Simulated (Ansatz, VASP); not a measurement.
## Two plane-wave programs on ZnS

POSCAR

```
ZnS
1.0
    0.0000000000      2.7217879845      2.7217879845
    2.7217879845      0.0000000000      2.7217879845
    2.7217879845      2.7217879845      0.0000000000
Zn S
1 1
Direct
    0.0000000000      0.0000000000      0.0000000000
    0.7500000000      0.7500000000      0.7500000000
```

Contents of INCAR.step1:

```
SYSTEM = ZnS
PREC = Accurate ; ENCUT = 520
EDIFF = 1E-5 ; ISMEAR = 0
SIGMA = 0.01 ; LREAL = .False.
LASPH = .True. ; NELM = 100
ALGO = Normal ; ISIF = 2
LWAVE = .True. ; LCHARG = .False.
GGA = PE ; NBANDS = 16
LUSENCCL = .False.
```

INCAR.step2

```
SYSTEM = ZnS
PREC = Accurate ; ENCUT = 520
EDIFF = 1E-6 ; ISMEAR = 0
SIGMA = 0.01 ; LREAL = .False.
LASPH = .True. ; NELM = 100
ALGO = Normal ; ISIF = 2
LWAVE = .False. ; LCHARG = .False.
GGA = PE ; LHFCALC = .True.
HFSCREEN = 0.2079 ; PRECFOCK = Normal
ISTART = 1 ; NBANDS = 16
LUSENCCL = .False.
```

KPOINTS

```
regular mesh
0
Gamma
  6 6 6
  0 0 0
```

Input for Ansatz:

```yaml
crystal:
  lattice:
    - [0.0, 2.7217879845, 2.7217879845]
    - [2.7217879845, 0.0, 2.7217879845]
    - [2.7217879845, 2.7217879845, 0.0]
  atoms:
    - { symbol: Zn, position: [0.0, 0.0, 0.0] }
    - { symbol: S, position: [0.75, 0.75, 0.75] }
basis:
  ecutwfc: 420
kpoints:
  mp_grid: { grid: [6, 6, 6] }
  band_path:
    path:
      - [0.0, 0.0, 0.0]
      - [-0.5, -0.5, 0.0]
      - [-0.375, -0.375, 0.25]
      - [-0.375, 0.0, 0.375]
      - [0.0, 0.0, 0.5]
      - [-0.5, -0.25, 0.25]
    npoints: 1
hamiltonian:
  xc: hse06
scf:
  occupations: { method: fixed }
  n_extra_bands: 4
output:
  forces: true
  stress: true
  eigenvalues: true
  write_density: true
  write_potential: true
  elf: true
  volumetric_format: npy
```

Alike in both runs: task single point; functional HSE06; k mesh 6 × 6 × 6; no spin polarisation.

|  | VASP | Ansatz |
| --- | --- | --- |
| version | VASP 6.6.1 | Ansatz 0.2.0 |
| potentials or method | VASP PAW PBE potentials, release 64 (Zn, S), cutoff 520 eV | scalar-relativistic, plane waves, PAW |
| occupations | gaussian, width 0.01 eV | fixed |
| valence electrons in the cell | 18 | 18 |

|  | VASP | Ansatz | Ansatz less VASP |
| --- | --- | --- | --- |
| gap on the k mesh at the Fermi level (eV) | 3.22 | 3.23 | +0.012 |
| least direct gap on the mesh (eV) | 3.22 | 3.23 | +0.012 |
| pressure (GPa) | -0.8 | -0.7 | +0.02 |

Ansatz's warnings: stress exchange threshold loose, stress scf threshold loose.
